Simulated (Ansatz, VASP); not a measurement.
# NbH2 in VASP and in Ansatz

Contents of INCAR:

```
PREC = Accurate ; ENCUT = 520
EDIFF = 1E-6 ; ISMEAR = -1
SIGMA = 0.02 ; LREAL = False
LASPH = True ; NELM = 80
ALGO = Normal ; ISIF = 2
LWAVE = False ; LCHARG = False
GGA = PS ; NBANDS = 14
```

The input KPOINTS:

```
Automatic mesh
0
Gamma
  13 13 13
```

The input POSCAR:

```
NbH2
1.0
    0.0228150000      2.2815000000      2.2815000000
    2.2815000000      0.0228150000      2.2815000000
    2.3043150000      2.3043150000      0.0000000000
Nb H
1 2
Direct
    0.0000000000      0.0000000000      0.0000000000
    0.2500000000      0.2500000000      0.2500000000
    0.7500000000      0.7500000000      0.7500000000
```

Input for Ansatz:

```yaml
crystal:
  lattice:
    - [0.022815000000000002, 2.2815, 2.2815]
    - [2.2815, 0.022815000000000002, 2.2815]
    - [2.304315, 2.304315, 0.0]
  atoms:
    - { symbol: Nb, position: [0.0, 0.0, 0.0] }
    - { symbol: H, position: [0.25, 0.25, 0.25] }
    - { symbol: H, position: [0.75, 0.75, 0.75] }
accuracy: low
basis:
  ecutwfc: 653.073269903712
kpoints:
  mp_grid:
    grid: [13, 13, 13]
hamiltonian:
  xc: pbesol
scf:
  self_checks: high
  convergence:
    dr2_threshold: 1.0e-08
  occupations:
    method: fermi_dirac
    width: 0.02
output:
  stress: true
```

Alike in both runs: task single point; functional PBEsol; k mesh 13 × 13 × 13; occupations fermi-dirac, width 0.02 eV; no spin polarisation.

|  | VASP | Ansatz |
| --- | --- | --- |
| version | VASP 6.6.1 | Ansatz 0.2.0 |
| potentials or method | VASP PAW PBE potentials, release 64 (Nb_sv, H), cutoff 520 eV | plane waves, PAW |
| valence electrons in the cell | 15 | 15 |

```csv
,VASP,Ansatz,Ansatz less VASP
gap on the k mesh at the Fermi level (eV),none,none,-
pressure (GPa),-5.7,-5.3,+0.36
"traceless stress, the component that is largest in VASP (GPa)",-2.37,-2.37,0.000
```

VASP's potentials were made for PBE, not for PBEsol. A gap of «none» marks a metal or a gap that the smearing closes. The functional is the same, so the differences come from potentials, cutoffs and numerics. Ansatz's warnings: stress scf threshold loose.
